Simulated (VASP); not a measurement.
The system is Be.

```
Be
1.0
     2.16800    0.00000    0.00000
     0.00000    3.75500    0.00000
     0.00000    0.00000    3.41600
Be
4
Cartesian
  1.4526 3.0791 2.3912
  0.7154 0.6759 2.3912
  0.3686 2.5534 1.0248
  1.7994 1.2016 1.0248
```

- Program: VASP 6.6.1
- Task: relaxation of cell and atoms
- Functional: PBE
- Dispersion: D3(BJ)
- Potentials or basis: VASP PAW PBE potentials, release 64 (Be)
- Cutoff: 600 eV
- k mesh: 10 × 6 × 6
- Occupations: gaussian, width 0.1 eV
- Spin: no spin polarisation

At the start: pressure 53.4 GPa; volume 6.95 Å³/atom.

Question: Where does the relaxation end?

Answer: Over 11 steps the energy falls by 1187.9 meV/atom and the volume is 7.37 Å³/atom (+6.0 %); space group P2_12_12 (No. 18, to 0.1 Å) before, I4/mmm (No. 139, to 0.1 Å).

The path:
```csv
step,energy change (eV),largest force (eV/Å),pressure (GPa),volume (Å³)
1,0.0000,7.6816,53.44,27.81
2,-3.8400,0.3306,-15.26,38.12
3,-4.0187,1.3313,-7.52,34.56
4,-4.0284,1.1419,-9.26,35.11
5,-4.4797,0.2337,-9.21,33.23
6,-4.5802,0.6871,-6.25,31.91
7,-4.7084,0.4198,-0.81,29.90
8,-4.7278,0.2731,2.97,28.87
9,-4.7499,0.0649,0.36,29.37
10,-4.7500,0.0801,0.19,29.40
11,-4.7514,0.0084,-0.16,29.47
```

Final structure:
```yaml
crystal:
  lattice:
    - [2.35663, 0.00000, 0.00000]
    - [0.00000, 3.53551, 0.00000]
    - [0.00000, 0.00000, 3.53663]
  atoms:
    - { symbol: Be, position: [0.75012, 0.75001, 0.74988] }
    - { symbol: Be, position: [0.24988, 0.24999, 0.74988] }
    - { symbol: Be, position: [0.25012, 0.74999, 0.25012] }
    - { symbol: Be, position: [0.74988, 0.25001, 0.25012] }
```
